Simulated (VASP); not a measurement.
# MgRe12 in VASP: further runs

MgRe12 is run at these levels: PBE; tasks: single point.

Everything below comes from runs of VASP 6.6.1. Logs are shortened: lines on timing, memory, paths and dates and some standing lists are left out, and cuts for length are marked.

## Step 1: The cell of the first run

The cell holds a slab with vacuum, 13 atoms: a = 5.520 Å, b = 5.520 Å, c = 15.457 Å, α = 90.00°, β = 90.00°, γ = 60.00°.

## Step 2: Single point, PBE

INCAR

```
ALGO     = Normal         # electronic algorithm
EDIFF    = 1E-6           # SCF threshold, eV
ENCUT    = 520            # plane-wave cutoff, eV
GGA      = PE             # functional
ISIF     = 2              # what is computed and relaxed
ISMEAR   = -1             # smearing method
LASPH    = True           # aspherical terms in the spheres
LCHARG   = False          # write CHGCAR
LREAL    = False          # projectors in reciprocal space
LWAVE    = False          # write WAVECAR
NBANDS   = 55             # bands
NELM     = 60             # most SCF steps
PREC     = Accurate       # precision mode
SIGMA    = 0.05           # smearing width, eV
```

KPOINTS

```
k-points
0
Gamma
  4 4 1
```

POSCAR

```
MgRe12
1.0
    5.5200000000      0.0000000000      0.0000000000
    2.7600000000      4.7804600000      0.0000000000
    0.0000000000      0.0000000000     15.4574000000
Re Mg
12 1
Direct
    0.0000000000      0.0000000000      0.0646938683
    0.5000000000      0.0000000000      0.0646938683
    0.0000000000      0.5000000000      0.0646938683
    0.5000000000      0.5000000000      0.0646938683
   -0.1690065943      0.3370700728      0.2049518030
    0.3333312751      0.3325874497      0.2072375691
   -0.1672689724      0.8319948289      0.2046233519
    0.3366490982      0.8308177456      0.2048627195
    0.0010661922      0.0033726880      0.3487123320
    0.5058845762     -0.0089524857      0.3464017881
   -0.0057081266      0.5046579199      0.3468479175
    0.4991377627      0.5000244746      0.3472206839
    0.3285678286      0.3148067341      0.4945656449
```

Potentials or basis: VASP PAW PBE potentials, release 64 (Re, Mg).

Launch:

```bash
> cat potpaw_PBE.64/Re/POTCAR potpaw_PBE.64/Mg/POTCAR > POTCAR
> mpirun -np 1 vasp_std > vasp.out
```

OUTCAR:

```text
EDIFF = 1E-6
   ENCUT = 520
   GGA = PE
   ISIF = 2
   ISMEAR = -1
   LASPH = True
   LREAL = False
   NELM = 60
   PREC = Accurate

 ion  position               nearest neighbor table
   1  0.000  0.000  0.065-   7 2.69   8 2.70   5 2.70   3 2.76   3 2.76   4 2.76   4 2.76   2 2.76
                             2 2.76
   2  0.500  0.000  0.065-   7 2.68   8 2.69   6 2.72   4 2.76   3 2.76   4 2.76   3 2.76   1 2.76
                             1 2.76
   3  0.000  0.500  0.065-   7 2.68   5 2.69   6 2.72   1 2.76   1 2.76   2 2.76   2 2.76   4 2.76
                             4 2.76
   4  0.500  0.500  0.065-   8 2.68   5 2.68   6 2.72   2 2.76   1 2.76   2 2.76   1 2.76   3 2.76
                             3 2.76
   5  0.831  0.337  0.205-   4 2.68   3 2.69   1 2.70  11 2.70  12 2.71   8 2.73   9 2.74   7 2.74
                             6 2.76   6 2.76   7 2.78   8 2.79
   6  0.333  0.333  0.207-  12 2.69  11 2.70  10 2.70   2 2.72   3 2.72   4 2.72   8 2.76   5 2.76
                             7 2.76   7 2.76   5 2.76   8 2.76
   7  0.833  0.832  0.205-   3 2.68   2 2.68  10 2.69   1 2.69  11 2.70   5 2.74   8 2.74   9 2.76
                             6 2.76   6 2.76   8 2.78   5 2.78
   8  0.337  0.831  0.205-   4 2.68   2 2.69  10 2.70   1 2.70  12 2.71   5 2.73   7 2.74   9 2.74
                             6 2.76   6 2.76   7 2.78   5 2.79
   9  0.001  0.003  0.349-   5 2.74   8 2.74  11 2.75  10 2.75  12 2.76   7 2.76  12 2.76  10 2.77
                            11 2.77
  10  0.506  0.991  0.346-  11 2.69   7 2.69   8 2.70   6 2.70  12 2.73   9 2.75  13 2.77   9 2.77
                            12 2.79  11 2.83
  11  0.994  0.505  0.347-  10 2.69   7 2.70   6 2.70   5 2.70  12 2.75   9 2.75   9 2.77  12 2.77
                            13 2.79  10 2.83
  12  0.499  0.500  0.347-   6 2.69   8 2.71   5 2.71  10 2.73  11 2.75   9 2.76   9 2.76  11 2.77
                            10 2.79  13 2.84
  13  0.329  0.315  0.495-  10 2.77  11 2.79  12 2.84

  LATTYP: Found a hexagonal cell.
 ALAT       =     5.5199998018
 C/A-ratio  =     2.8002537237

  Lattice vectors:

 A1 = (  -2.7600000000,  -4.7804600000,   0.0000000000)
 A2 = (   5.5200000000,   0.0000000000,   0.0000000000)
 A3 = (   0.0000000000,   0.0000000000,  15.4574000000)

Analysis of symmetry for initial positions (statically):
=====================================================================
 Subroutine PRICEL returns:
 Original cell was already a primitive cell.

 Routine SETGRP: Setting up the symmetry group for a
 hexagonal supercell.

 Subroutine GETGRP returns: Found  1 space group operations
 (whereof  1 operations were pure point group operations)
 out of a pool of 24 trial point group operations.
[... 132 lines left out ...]
   PSTRESS=    0.0 pullay stress
   NELECT =      86.0000    total number of electrons
   NUPDOWN=      -1.0000    fix difference up-down
   EMIN   =  10.00;   EMAX   =-10.00  energy-range for DOS
   EFERMI =   0.00;   METHOD = LEGACY
   ISMEAR =    -1;   SIGMA  =   0.05  broadening in eV -4-tet -1-fermi 0-gaus
   EFERMI_NEDOS =   21; number of points for ismear=-14 and -15
   IALGO  =     38    algorithm
   IMIX   =      4    mixing-type and parameters
     AMIX     =   0.40;   BMIX     =  1.00
     AMIX_MAG =   1.60;   BMIX_MAG =  1.00
  volume/ion in A,a.u.               =      31.38       211.74
  Fermi-wavevector in a.u.,A,eV,Ry     =   0.974375  1.841301 12.917448  0.949406
  Thomas-Fermi vector in A             =   2.104829
   LORBIT       =      0    0 simple, 1 ext, 2 COOP (PROOUT), +10 PAW based schemes
   GGA     = PE    functional components
[... 5 lines left out ...]
 non-spin polarized calculation
  energy-cutoff  :      520.00
  volume of cell :      407.89
 maximum number of plane-waves:     11020
 NGX is ok and might be reduce to    42
   NGX = 21   NGY = 21   NGZ = 57

 number of electron      85.9999998 magnetization

 Free energy of the ion-electron system (eV)
  ---------------------------------------------------
  ext. energy  EPLUGINS =         0.00000000
  ---------------------------------------------------
  free energy    TOTEN  =      -141.36787580 eV

  energy without entropy =     -141.21007492  energy(sigma->0) =     -141.28897536

 E-fermi :   1.7143     XC(G=0):  -7.7717

 val. band max:        1.6961844055   @ k =   0.0000   0.5000   0.0000
 cond. band min:       1.7235839569   @ k =   0.2500  -0.0000   0.0000
 fundamental gap:      0.0273995513
 Fermi energy:         1.7143172838

 k-point     1 :       0.0000    0.0000    0.0000
  band No.  band energies     occupation
      1      -7.5562      2.00000
      2      -5.6773      2.00000
      3      -5.0138      2.00000
      4      -4.5606      2.00000
      5      -4.5598      2.00000
      6      -4.5564      2.00000
[... 569 lines left out ...]
     54       3.4040      0.00000
     55       3.6398      0.00000

------------------------ aborting loop because EDIFF is reached ----------------------------------------

  FORCE on cell =-STRESS in cart. coord.  units (eV):
  Direction    XX          YY          ZZ          XY          YZ          ZX
  --------------------------------------------------------------------------------------
  -------------------------------------------------------------------------------------
  Total       -9.8889598     -9.4682535     -1.1413408     -0.1617554      0.1292487      0.0691911
  in kB      -38.8432877    -37.1907768     -4.4831237     -0.6353661      0.5076818      0.2717790
  external PRESSURE =     -26.8390627 kB  Pullay stress =       0.0000000 kB

 VOLUME and BASIS-vectors are now :
 -----------------------------------------------------------------------------
  energy-cutoff  :      520.00
  volume of cell :      407.89
      direct lattice vectors                 reciprocal lattice vectors
     5.520000000  0.000000000  0.000000000     0.181159420 -0.104592445  0.000000000
     2.760000000  4.780460000  0.000000000     0.000000000  0.209184890  0.000000000
     0.000000000  0.000000000 15.457400000     0.000000000  0.000000000  0.064693933

 POSITION                                       TOTAL-FORCE (eV/Angst)
 -----------------------------------------------------------------------------------
      0.00000      0.00000      1.00000         0.047111      0.053412     -0.059765
      2.76000      0.00000      1.00000         0.013808     -0.089683      0.093152
      1.38000      2.39023      1.00000        -0.030182      0.038230      0.088771
      4.14000      2.39023      1.00000        -0.040508     -0.018141      0.079903
      5.51740      1.61135      3.16802        -0.003199      0.006360     -0.016030
      2.75793      1.58992      3.20335         0.001537      0.001464      0.005635
      6.89298      3.97732      3.16294        -0.003234     -0.003106     -0.019639
      4.15136      3.97169      3.16665         0.003818     -0.006496     -0.016119
      0.01519      0.01612      5.39019         0.005901      0.005528     -0.035662
      5.52777      4.73766      5.35447        -0.000350     -0.004308     -0.028788
      6.88135      2.41250      5.36137         0.001701     -0.003660     -0.036630
      4.13531      2.39035      5.36713        -0.006981     -0.003595     -0.037724
      2.68256      1.50492      7.64470         0.010578      0.023997     -0.017103
 -----------------------------------------------------------------------------------
    total drift:                                0.000140      0.000142     -0.001203

  FREE ENERGIE OF THE ION-ELECTRON SYSTEM (eV)
  ---------------------------------------------------
  free  energy   TOTEN  =      -141.3678758049 eV

  energy  without entropy=     -141.2100749203  energy(sigma->0) =     -141.28897536
```

OSZICAR:

```text
N       E                     dE             d eps       ncg     rms          rms(c)
DAV:   1     0.124461005356E+04    0.12446E+04   -0.26752E+04  1628   0.159E+03
DAV:   2     0.163018976914E+03   -0.10816E+04   -0.99707E+03  1946   0.160E+03
DAV:   3    -0.939178852741E+02   -0.25694E+03   -0.23832E+03  2186   0.748E+02
[... 17 lines left out ...]
DAV:  21    -0.141367636833E+03   -0.47234E-03   -0.44093E-04  2104   0.262E-01    0.846E-02
DAV:  22    -0.141367794037E+03   -0.15720E-03   -0.18338E-04  1984   0.179E-01    0.787E-02
DAV:  23    -0.141367842552E+03   -0.48515E-04   -0.49477E-05  1696   0.637E-02    0.585E-02
DAV:  24    -0.141367871129E+03   -0.28578E-04   -0.48965E-05  1768   0.779E-02    0.390E-02
DAV:  25    -0.141367876567E+03   -0.54376E-05   -0.30377E-05  1456   0.674E-02    0.341E-02
DAV:  26    -0.141367875805E+03    0.76187E-06   -0.43089E-06   992   0.469E-02
   1 F= -.14136788E+03 E0= -.14128898E+03  d E =-.157801E+00
```

It took 11 min on 1 thread of Intel Xeon Platinum 8375C at 2.90GHz (Ice Lake), shared host; peak memory 0.57 GiB.

Results:

| Item | Value |
| --- | --- |
| Free energy | -141.3679 eV |
| Largest force | 0.130 eV/Å |
| Band gap on the k mesh | zero (bands 43 and 44 overlap by 0.74 eV) |

Forces in eV/Å, atoms in the order of the input:
```
Re   0.047  0.053 -0.060
Re   0.014 -0.090  0.093
Re  -0.030  0.038  0.089
Re  -0.041 -0.018  0.080
Re  -0.003  0.006 -0.016
Re   0.002  0.001  0.006
Re  -0.003 -0.003 -0.020
Re   0.004 -0.006 -0.016
Re   0.006  0.006 -0.036
Re   0.000 -0.004 -0.029
Re   0.002 -0.004 -0.037
Re  -0.007 -0.004 -0.038
Mg   0.011  0.024 -0.017
```

Caveat: there is no dipole correction, which matters where the two faces differ; spin-orbit coupling is left out, which moves the levels of the heavy elements.

## Step 3: Single point, PBE

INCAR

```
PREC = Accurate ; ENCUT = 520
EDIFF = 1E-7 ; ISMEAR = -1
SIGMA = 0.05 ; LREAL = False
LASPH = True ; NELM = 80
ALGO = Normal ; ISIF = 2
LWAVE = False ; LCHARG = False
GGA = PE ; NBANDS = 55
```

KPOINTS

```
regular mesh
0
Gamma
  4 4 1
```

POSCAR

```
MgRe12
1.0
    5.5200000000      0.0000000000      0.0000000000
    2.7600000000      4.7804600000      0.0000000000
    0.0000000000      0.0000000000     15.4574000000
Re Mg
12 1
Direct
    0.0000000000      0.0000000000      0.0646938683
    0.5000000000      0.0000000000      0.0646938683
    0.0000000000      0.5000000000      0.0646938683
    0.5000000000      0.5000000000      0.0646938683
   -0.1657087288      0.3311631098      0.2034967718
    0.3324681964      0.3347541868      0.2067141951
   -0.1704412019      0.8335084908      0.2053118248
    0.3368633322      0.8334570313      0.2053105956
    0.0069357613     -0.0136244211      0.3481477480
    0.4945771488      0.0109152676      0.3482076546
   -0.0111325371      0.4981491321      0.3464116863
    0.5122755557      0.4980648306      0.3464996054
    0.2648680666      0.4680051711      0.4947891625
```

Potentials or basis: VASP PAW PBE potentials, release 64 (Re, Mg).

Launch:

```bash
> cat potpaw_PBE.64/Re/POTCAR potpaw_PBE.64/Mg/POTCAR > POTCAR
> mpirun -np 1 vasp_std > vasp.out
```

Wall time 15 min (1 thread of Intel Xeon Platinum 8375C at 2.90GHz (Ice Lake), shared host); peak memory 0.57 GiB.

Results (log left out):

```
Free energy            : -141.3598 eV
Largest force          : 0.202 eV/Å
Band gap on the k mesh : zero (bands 43 and 44 overlap by 0.80 eV)
```

Forces on the atoms (eV/Å):
```
Re   0.003 -0.176 -0.054
Re   0.001  0.184  0.083
Re  -0.133 -0.014  0.083
Re   0.123 -0.015  0.082
Re   0.000 -0.004 -0.022
Re   0.000 -0.003  0.002
Re  -0.005  0.002 -0.008
Re   0.006  0.002 -0.008
Re  -0.001 -0.017 -0.041
Re   0.001  0.020 -0.041
Re  -0.042  0.002 -0.034
Re   0.043  0.002 -0.033
Mg   0.005  0.018 -0.011
```

Levels at points of the mesh, in eV from the Fermi level:
```tsv
k point	band 42	band 43	band 44	band 45	band 46	band 47
(0.00, 0.00, 0.00)	0.53	0.56	0.77	0.80	0.87	0.94
(0.50, 0.00, 0.00)	-0.45	-0.33	-0.23	-0.10	-0.01	0.53
(0.50, 0.50, 0.00)	-0.44	-0.33	-0.23	-0.10	-0.01	0.52
(0.00, 0.50, 0.00)	-0.37	-0.34	-0.13	-0.11	-0.06	0.49
```

Caveat: there is no dipole correction, which matters where the two faces differ; spin-orbit coupling is left out, which moves the levels of the heavy elements.

The gap in the log of VASP goes by the Fermi energy; the results here count the filled bands.